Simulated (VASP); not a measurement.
Wanted: the native input for a VASP 6.6.1 run.

```
Task                   : relaxation of shape and atoms at fixed volume
Functional             : PBE
Potentials or basis    : VASP PAW PBE potentials, release 64 (Al)
Cutoff                 : 600 eV
k mesh                 : 10 × 10 × 7
Occupations            : fermi-dirac, width 0.05 eV
Spin                   : no spin polarisation
Dipole correction      : no
Further INCAR settings : ALGO = Normal; EDIFF = 1e-07; IBRION = 2; EDIFFG = -0.005; NSW = 50; ISIF = 4
```

The structure of Al lies in POSCAR:

```
Al
1.0
    3.0894116150      0.0000000000      0.0000000000
   -1.5447058075      2.6755089413      0.0000000000
    0.0000000000      0.0000000000      3.8844130010
Al
4
Direct
    0.0000000000      0.0000000000      0.0000000000
    0.0000000000      0.0000000000      0.5000000000
    0.3333333333      0.6666666667      0.2500000000
    0.6666666667      0.3333333333      0.7500000000
```

This isn't the form of Al at room conditions, which is fcc.

The input as run:

INCAR

```
PREC = Accurate
ENCUT = 600
EDIFF = 1E-7
ISMEAR = -1
SIGMA = 0.05
LREAL = False
LASPH = True
NELM = 60
ALGO = Normal
ISIF = 4
LWAVE = False
LCHARG = False
GGA = PE
IBRION = 2
NSW = 50
EDIFFG = -0.005
```

KPOINTS

```
Automatic mesh
0
Gamma
  10 10 7
```

Potentials or basis: VASP PAW PBE potentials, release 64 (Al).

Command:

```bash
$ cat potpaw_PBE.64/Al/POTCAR > POTCAR
$ mpirun -np 1 vasp_std > vasp.out
```

Results of the run:

```
Pressure after relaxing : 252.6 GPa
Band gap on the k mesh  : zero (bands 6 and 7 overlap by 7.44 eV)
```

Caveat: a cell axis changed by over 15 % at a fixed basis, so the end point is rough.

Run time: 3.8 min on 1 thread of Intel Xeon 8259CL (shared host), peak memory 0.17 GiB.
